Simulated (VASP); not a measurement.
# Mn (Fd-3m) in VASP: further runs

Mn is run at these levels: PBE; tasks: single point.

Everything below comes from runs of VASP 6.6.1. Logs are shortened: lines on timing, memory, paths and dates and some standing lists are left out, and cuts for length are marked.

## 1. The cell of the first run

It takes space group Fd-3m (No. 227, cubic). The conventional cell has a = 3.649 Å, b = 3.649 Å, c = 3.649 Å, α = 90.00°, β = 90.00°, γ = 90.00°. Mn (site symmetry -43m) has 4 Mn at 1.58 Å within 2.1 Å.

This isn't the form of Mn at room conditions, which is a 58-atom cubic cell.

## 2. Single point, PBE, collinear spin, ferromagnetic start (6.07 Å³/atom)

POSCAR reads:

```
Mn
1.0
    0.0000000000      1.8244452837      1.8244452837
    1.8244452837      0.0000000000      1.8244452837
    1.8244452837      1.8244452837      0.0000000000
Mn
2
Direct
   -0.1250000000     -0.1250000000     -0.1250000000
    0.1250000000      0.1250000000      0.1250000000
```

INCAR.step1 reads:

```
  PREC = Accurate
  ENCUT = 520
  EDIFF = 1E-6
  ISMEAR = -1
  SIGMA = 0.1
  LREAL = False
  LASPH = True
  NELM = 150
  ALGO = Normal
  ISIF = 2
  LWAVE = False
  LCHARG = True
  ISPIN = 2
  MAGMOM = 3 3
  LMAXMIX = 4
  GGA = PE
  NBANDS = 24
```

KPOINTS.step1 reads:

```
regular mesh
0
Gamma
  14 14 14
```

INCAR.step2 reads:

```
  PREC = Accurate
  ENCUT = 520
  EDIFF = 1E-6
  ISMEAR = -5
  SIGMA = 0.1
  LREAL = False
  LASPH = True
  NELM = 150
  ALGO = Normal
  ISIF = 2
  LWAVE = False
  LCHARG = False
  ISPIN = 2
  MAGMOM = 3 3
  LORBIT = 11
  LMAXMIX = 4
  GGA = PE
  NBANDS = 24
  NEDOS = 1001
  ICHARG = 11
```

KPOINTS.step2 reads:

```
regular mesh
0
Gamma
  21 21 21
```

Potentials or basis: VASP PAW PBE potentials, release 64 (Mn_pv).

The run is started by

```bash
> cat potpaw_PBE.64/Mn_pv/POTCAR > POTCAR
> cp INCAR.step1 INCAR
> cp KPOINTS.step1 KPOINTS
> mpirun -np 1 vasp_std > vasp.out
> cp INCAR.step2 INCAR
> cp KPOINTS.step2 KPOINTS
> mpirun -np 1 vasp_std > vasp.out
```

OUTCAR:

```text
PREC = Accurate
   ENCUT = 520
   EDIFF = 1E-6
   ISMEAR = -5
   LREAL = False
   LASPH = True
   NELM = 150
   ISIF = 2
   ISPIN = 2
   LORBIT = 11
   GGA = PE
   ICHARG = 11

 ion  position               nearest neighbor table
   1  0.875  0.875  0.875-   2 1.58   2 1.58   2 1.58   2 1.58   2 3.03   2 3.03   2 3.03   2 3.03
                             2 3.03   2 3.03   2 3.03   2 3.03   2 3.03   2 3.03   2 3.03   2 3.03
   2  0.125  0.125  0.125-   1 1.58   1 1.58   1 1.58   1 1.58   1 3.03   1 3.03   1 3.03   1 3.03
                             1 3.03   1 3.03   1 3.03   1 3.03   1 3.03   1 3.03   1 3.03   1 3.03

 -----------------------------------------------------------------------------
|                                                                             |
|           W    W    AA    RRRRR   N    N  II  N    N   GGGG   !!!           |
|           W    W   A  A   R    R  NN   N  II  NN   N  G    G  !!!           |
|           W    W  A    A  R    R  N N  N  II  N N  N  G       !!!           |
|           W WW W  AAAAAA  RRRRR   N  N N  II  N  N N  G  GGG   !            |
|           WW  WW  A    A  R   R   N   NN  II  N   NN  G    G                |
|           W    W  A    A  R    R  N    N  II  N    N   GGGG   !!!           |
|                                                                             |
|     The distance between some ions is very small. Please check the          |
|     nearest-neighbor list in the OUTCAR file.                               |
|     I HOPE YOU KNOW WHAT YOU ARE DOING!                                     |
|                                                                             |
 -----------------------------------------------------------------------------

  LATTYP: Found a face centered cubic cell.
 ALAT       =     3.6488905674

  Lattice vectors:

 A1 = (   0.0000000000,   1.8244452837,   1.8244452837)
 A2 = (   1.8244452837,   0.0000000000,   1.8244452837)
 A3 = (   1.8244452837,   1.8244452837,   0.0000000000)

Analysis of symmetry for initial positions (statically):
=====================================================================
 Subroutine PRICEL returns:
 Original cell was already a primitive cell.

 Routine SETGRP: Setting up the symmetry group for a
 face centered cubic supercell.

 Subroutine GETGRP returns: Found 48 space group operations
 (whereof 12 operations were pure point group operations)
 out of a pool of 48 trial point group operations.

The static configuration has the point symmetry D_3d.
 The point group associated with its full space group is O_h .

Analysis of symmetry for dynamics (positions and initial velocities):
=====================================================================
 Subroutine PRICEL returns:
 Original cell was already a primitive cell.

 Routine SETGRP: Setting up the symmetry group for a
 face centered cubic supercell.
[... 151 lines left out ...]
   IVDW    =     0    specifies the selected vdW correction
   LEPSILON=     F    determine dielectric tensor
   LRPA    =     F    only Hartree local field effects (RPA)
 spin polarized calculation
 Fermi weights with tetrahedron method with Bloechl corrections
  energy-cutoff  :      520.00
  volume of cell :       12.15
 maximum number of plane-waves:       338

 number of electron      26.0000019 magnetization       0.0000087

 Free energy of the ion-electron system (eV)
  ---------------------------------------------------
  ext. energy  EPLUGINS =         0.00000000
  ---------------------------------------------------
  free energy    TOTEN  =         9.73038752 eV

  energy without entropy =        9.73038752  energy(sigma->0) =        9.73038752

 E-fermi :  22.1342     XC(G=0): -17.3618

 val. band max:       22.1993532062   @ k =  -0.4286   0.4286   0.1429
 cond. band min:      22.0635242222   @ k =  -0.2857   0.1905   0.0476
 fundamental gap:     -0.1358289839
 Fermi energy:        22.1342277205

 spin component 1

 k-point     1 :       0.0000    0.0000    0.0000
  band No.  band energies     occupation
      1     -30.7123      1.00000
      2     -30.7123      1.00000
      3     -30.7123      1.00000
      4     -25.4206      1.00000
      5     -25.4206      1.00000
      6     -25.4206      1.00000
[... 637 lines left out ...]
     23      49.9333      0.00000
     24      52.9127      0.00000

 [... further k-points ...]

 spin component 2

 k-point     1 :       0.0000    0.0000    0.0000
  band No.  band energies     occupation
      1     -30.7123      1.00000
      2     -30.7123      1.00000
      3     -30.7123      1.00000
      4     -25.4206      1.00000
      5     -25.4206      1.00000
      6     -25.4206      1.00000
[... 637 lines left out ...]
     23      49.9334      0.00000
     24      52.9127      0.00000

 [... further k-points ...]

------------------------ aborting loop because EDIFF is reached ----------------------------------------

  FORCE on cell =-STRESS in cart. coord.  units (eV):
  Direction    XX          YY          ZZ          XY          YZ          ZX
  --------------------------------------------------------------------------------------
  -------------------------------------------------------------------------------------
  Total       69.0978694     69.0978694     69.0978694      0.0000000     -0.0000000     -0.0000000
  in kB     9114.9169066   9114.9169066   9114.9169066      0.0000000     -0.0000000     -0.0000000
  external PRESSURE =    9114.9169066 kB  Pullay stress =       0.0000000 kB

 VOLUME and BASIS-vectors are now :
 -----------------------------------------------------------------------------
  energy-cutoff  :      520.00
  volume of cell :       12.15
      direct lattice vectors                 reciprocal lattice vectors
     0.000000000  1.824445284  1.824445284    -0.274055903  0.274055903  0.274055903
     1.824445284  0.000000000  1.824445284     0.274055903 -0.274055903  0.274055903
     1.824445284  1.824445284  0.000000000     0.274055903  0.274055903 -0.274055903

 POSITION                                       TOTAL-FORCE (eV/Angst)
 -----------------------------------------------------------------------------------
      3.19278      3.19278      3.19278        -0.000000     -0.000000     -0.000000
      0.45611      0.45611      0.45611         0.000000      0.000000      0.000000
 -----------------------------------------------------------------------------------
    total drift:                                0.000000     -0.000000     -0.000000

  FREE ENERGIE OF THE ION-ELECTRON SYSTEM (eV)
  ---------------------------------------------------
  free  energy   TOTEN  =         9.7303875188 eV

  energy  without entropy=        9.7303875188  energy(sigma->0) =        9.73038752

 total charge

# of ion       s       p       d       tot
------------------------------------------
    1        0.694   6.911   7.108  14.713
    2        0.694   6.911   7.108  14.713
--------------------------------------------------
tot          1.388  13.822  14.217  29.426

 magnetization (x)

# of ion       s       p       d       tot
------------------------------------------
    1        0.000   0.000   0.000   0.000
    2        0.000   0.000   0.000   0.000
--------------------------------------------------
tot          0.000   0.000   0.000   0.000
```

OUTCAR.step1:

```text
PREC = Accurate
   ENCUT = 520
   EDIFF = 1E-6
   ISMEAR = -1
   LREAL = False
[... 1560 lines left out ...]
      3.19278      3.19278      3.19278        -0.000000     -0.000000     -0.000000
      0.45611      0.45611      0.45611         0.000000      0.000000      0.000000
 -----------------------------------------------------------------------------------
    total drift:                                0.000000     -0.000000     -0.000000

  FREE ENERGIE OF THE ION-ELECTRON SYSTEM (eV)
  ---------------------------------------------------
  free  energy   TOTEN  =         9.7056239486 eV

  energy  without entropy=        9.7605650130  energy(sigma->0) =        9.73309448
```

It took 62 s on 1 thread of Intel Xeon 6975P-C (Granite Rapids), shared host; peak memory 0.22 GiB.

Results:

| Property | Result |
| --- | --- |
| Net moment | 0.00 μB per cell |

Caveat: atoms lie so close that the PAW spheres overlap strongly, which falsifies energies and pressures; tetrahedron occupations give inexact forces and stress in metals.

## 3. Single point, PBE, collinear spin, ferromagnetic start (9.11 Å³/atom)

This run uses another cell than the first one, of 9.11 Å³/atom.

POSCAR reads:

```
Mn
1.0
    0.0000000000      2.0884685010      2.0884685010
    2.0884685010      0.0000000000      2.0884685010
    2.0884685010      2.0884685010      0.0000000000
Mn
2
Direct
   -0.1250000000     -0.1250000000     -0.1250000000
    0.1250000000      0.1250000000      0.1250000000
```

INCAR.step1 reads:

```
  PREC = Accurate
  ENCUT = 520
  EDIFF = 1E-6
  ISMEAR = -1
  SIGMA = 0.1
  LREAL = F
  LASPH = T
  NELM = 150
  ALGO = Normal
  ISIF = 2
  LWAVE = F
  LCHARG = T
  ISPIN = 2
  MAGMOM = 3 3
  LMAXMIX = 4
  GGA = PE
  NBANDS = 24
```

KPOINTS.step1 is that of step 2.

INCAR.step2: that of step 2 with these lines changed.

```diff
@@ -5,4 +5,4 @@
   SIGMA = 0.1
-  LREAL = False
-  LASPH = True
+  LREAL = F
+  LASPH = T
   NELM = 150
@@ -10,4 +10,4 @@
   ISIF = 2
-  LWAVE = False
-  LCHARG = False
+  LWAVE = F
+  LCHARG = F
   ISPIN = 2
```

KPOINTS.step2 is that of step 2.

Potentials or basis: VASP PAW PBE potentials, release 64 (Mn_pv).

The run is started by

```bash
> cat potpaw_PBE.64/Mn_pv/POTCAR > POTCAR
> cp INCAR.step1 INCAR
> cp KPOINTS.step1 KPOINTS
> mpirun -np 1 vasp_std > vasp.out
> cp INCAR.step2 INCAR
> cp KPOINTS.step2 KPOINTS
> mpirun -np 1 vasp_std > vasp.out
```

Run time: 3.8 min. Hardware: 1 thread of Intel Xeon 8259CL, shared host; peak memory 0.29 GiB.

It converged, with:

```yaml
Net_moment: 0.00 μB per cell
```

Levels at points of the mesh, in eV from the Fermi level:
Spin up:
```tsv
k point	band 10	band 11	band 12	band 13	band 14	band 15	band 16	band 17
(0.00, 0.00, 0.00)	-3.13	-3.13	-3.13	0.45	0.45	0.45	3.95	3.95
```
Spin down:
```csv
k point,band 10,band 11,band 12,band 13,band 14,band 15,band 16,band 17
"(0.00, 0.00, 0.00)",-3.13,-3.13,-3.13,0.45,0.45,0.45,3.95,3.95
```

Caveat: atoms lie so close that the PAW spheres overlap strongly, which falsifies energies and pressures; tetrahedron occupations give inexact forces and stress in metals.

## 4. Single point, PBE, collinear spin, ferromagnetic start (10.63 Å³/atom)

This run uses another cell than the first one, of 10.63 Å³/atom.

POSCAR reads:

```
Mn
1.0
    0.0000000000      2.1985863434      2.1985863434
    2.1985863434      0.0000000000      2.1985863434
    2.1985863434      2.1985863434      0.0000000000
Mn
2
Direct
   -0.1250000000     -0.1250000000     -0.1250000000
    0.1250000000      0.1250000000      0.1250000000
```

INCAR.step1 reads:

```
SYSTEM = Mn
  PREC = Accurate
  ENCUT = 520
  EDIFF = 1E-6
  ISMEAR = -1
  SIGMA = 0.1
  LREAL = .FALSE.
  LASPH = .TRUE.
  NELM = 150
  ALGO = Normal
  ISIF = 2
  LWAVE = .FALSE.
  LCHARG = .TRUE.
  ISPIN = 2
  MAGMOM = 3 3
  LMAXMIX = 4
  GGA = PE
  NBANDS = 24
```

KPOINTS.step1 reads:

```
regular mesh
0
G
  14 14 14
  0 0 0
```

INCAR.step2 reads:

```
SYSTEM = Mn
  PREC = Accurate
  ENCUT = 520
  EDIFF = 1E-6
  ISMEAR = -5
  SIGMA = 0.1
  LREAL = .FALSE.
  LASPH = .TRUE.
  NELM = 150
  ALGO = Normal
  ISIF = 2
  LWAVE = .FALSE.
  LCHARG = .FALSE.
  ISPIN = 2
  MAGMOM = 3 3
  LORBIT = 11
  LMAXMIX = 4
  GGA = PE
  NEDOS = 2001
  ICHARG = 11
```

KPOINTS.step2 reads:

```
regular mesh
0
G
  21 21 21
  0 0 0
```

Potentials or basis: VASP PAW PBE potentials, release 64 (Mn_pv).

The run is started by

```bash
> cat potpaw_PBE.64/Mn_pv/POTCAR > POTCAR
> cp INCAR.step1 INCAR
> cp KPOINTS.step1 KPOINTS
> mpirun -np 1 vasp_std > vasp.out
> cp INCAR.step2 INCAR
> cp KPOINTS.step2 KPOINTS
> mpirun -np 1 vasp_std > vasp.out
```

OUTCAR:

```text
SYSTEM = Mn
   PREC = Accurate
   ENCUT = 520
   EDIFF = 1E-6
   ISMEAR = -5
   LREAL = .FALSE.
   LASPH = .TRUE.
   NELM = 150
   ISIF = 2
   ISPIN = 2
   LORBIT = 11
   GGA = PE
   ICHARG = 11

 ion  position               nearest neighbor table
   1  0.875  0.875  0.875-   2 1.90   2 1.90   2 1.90   2 1.90
   2  0.125  0.125  0.125-   1 1.90   1 1.90   1 1.90   1 1.90

  LATTYP: Found a face centered cubic cell.
 ALAT       =     4.3971726868

  Lattice vectors:

 A1 = (   0.0000000000,   2.1985863434,   2.1985863434)
 A2 = (   2.1985863434,   0.0000000000,   2.1985863434)
[... 1321 lines left out ...]
  external PRESSURE =    1170.3264338 kB  Pullay stress =       0.0000000 kB

 VOLUME and BASIS-vectors are now :
 -----------------------------------------------------------------------------
  energy-cutoff  :      520.00
  volume of cell :       21.25
      direct lattice vectors                 reciprocal lattice vectors
     0.000000000  2.198586343  2.198586343    -0.227418860  0.227418860  0.227418860
     2.198586343  0.000000000  2.198586343     0.227418860 -0.227418860  0.227418860
     2.198586343  2.198586343  0.000000000     0.227418860  0.227418860 -0.227418860

 POSITION                                       TOTAL-FORCE (eV/Angst)
 -----------------------------------------------------------------------------------
      3.84753      3.84753      3.84753         0.000000      0.000000     -0.000000
      0.54965      0.54965      0.54965        -0.000000     -0.000000      0.000000
 -----------------------------------------------------------------------------------
    total drift:                                0.000000      0.000000      0.000000

  FREE ENERGIE OF THE ION-ELECTRON SYSTEM (eV)
  ---------------------------------------------------
  free  energy   TOTEN  =       -12.7440960155 eV

  energy  without entropy=      -12.7440960155  energy(sigma->0) =      -12.74409602

 total charge

# of ion       s       p       d       tot
------------------------------------------
    1        0.592   6.415   5.799  12.806
    2        0.592   6.415   5.799  12.806
--------------------------------------------------
tot          1.184  12.829  11.598  25.611

 magnetization (x)

# of ion       s       p       d       tot
------------------------------------------
    1        0.000   0.000   0.000   0.000
    2        0.000   0.000   0.000   0.000
--------------------------------------------------
tot          0.000   0.000   0.000   0.000
```

Run time: 3.8 min. Hardware: 1 thread of Intel Xeon 8259CL, shared host; peak memory 0.28 GiB.

Results:

- Net moment: 0.00 μB per cell
- Valence electrons inside the program's atomic spheres: Mn 12.81

Caveat: atoms lie so close that the PAW spheres overlap strongly, which falsifies energies and pressures; tetrahedron occupations give inexact forces and stress in metals.
